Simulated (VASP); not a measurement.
**LiCaF3: relaxation of cell and atoms with PBEsol**

Crystal: LiCaF3.

```
CELL_PARAMETERS angstrom
3.76124 0.00000 0.00000
0.00000 3.76124 0.00000
0.00000 0.00000 3.76124
ATOMIC_POSITIONS crystal
Li 0.50000 0.50000 0.50000
Ca 0.00000 0.00000 0.00000
F 0.00000 0.50000 0.50000
F 0.50000 0.50000 0.00000
F 0.50000 0.00000 0.50000
```

```
Program                : VASP 6.6.1
Task                   : relaxation of cell and atoms
Functional             : PBEsol
Potentials or basis    : VASP PAW PBE potentials, release 64 (Li_sv, Ca_sv, F)
Cutoff                 : 600 eV
k mesh                 : 4 × 4 × 4
Occupations            : gaussian, width 0.01 eV
Spin                   : no spin polarisation
Dipole correction      : no
Further INCAR settings : ALGO = Normal; EDIFF = 1e-06; IBRION = 2; EDIFFG = -0.005; NSW = 80; ISIF = 3
```

- Relaxed volume: 10.08 Å³/atom
- Relaxed cell: a = 3.694 Å, b = 3.694 Å, c = 3.694 Å, α = 90.00°, β = 90.00°, γ = 90.00°
- Space group after relaxing (to 0.1 Å): Pm-3m (No. 221)
- Energy gained by relaxing: 7.9 meV/atom
- Ionic steps: 3
- Pressure after relaxing: -0.1 GPa
- Band gap on the k mesh: 6.54 eV (least direct gap 6.66 eV)

Step by step:
```
step  energy change (eV)  largest force (eV/Å)  pressure (GPa)  volume (Å³)
   1              0.0000                0.0000           -4.23        53.21
   2             -0.0369                0.0000           -1.17        51.08
   3             -0.0394                0.0000           -0.05        50.41
```

Final structure:
```xyz
5
Lattice="3.6941 0.0000 0.0000 0.0000 3.6941 0.0000 0.0000 0.0000 3.6941" Properties=species:S:1:pos:R:3 pbc="T T T"
Li    1.8470    1.8470    1.8470
Ca    0.0000    0.0000    0.0000
F     0.0000    1.8470    1.8470
F     1.8470    1.8470    0.0000
F     1.8470    0.0000    1.8470
```

Levels at points of the mesh, in eV from the valence-band top:
```
           k point  band 13  band 14  band 15  band 16  band 17  band 18  band 19  band 20  band 21
(0.00, 0.00, 0.00)    -0.89    -0.89    -0.12    -0.12    -0.12     6.54     6.54     7.09     8.30
(0.50, 0.00, 0.00)    -1.29    -1.29    -1.26    -0.46    -0.46     7.74     7.87     8.47     9.16
(0.50, 0.50, 0.00)    -1.59    -1.50    -1.50    -0.15    -0.07     8.16     8.31     9.13     9.13
(0.50, 0.50, 0.50)    -0.13    -0.13     0.00     0.00     0.00     7.67     7.67     7.67     9.21
```

Run time: 47 s on 1 thread of Intel Xeon 8259CL, on a shared host, peak memory 0.18 GiB.

Caveat: the cutoff is under 1.25 times the usual one of these potentials, so pressure, stress and relaxed cells hold a basis-set (Pulay) error; the PAW data sets were made with another functional, which shifts forces and pressure a little. A k mesh can miss the band edges.
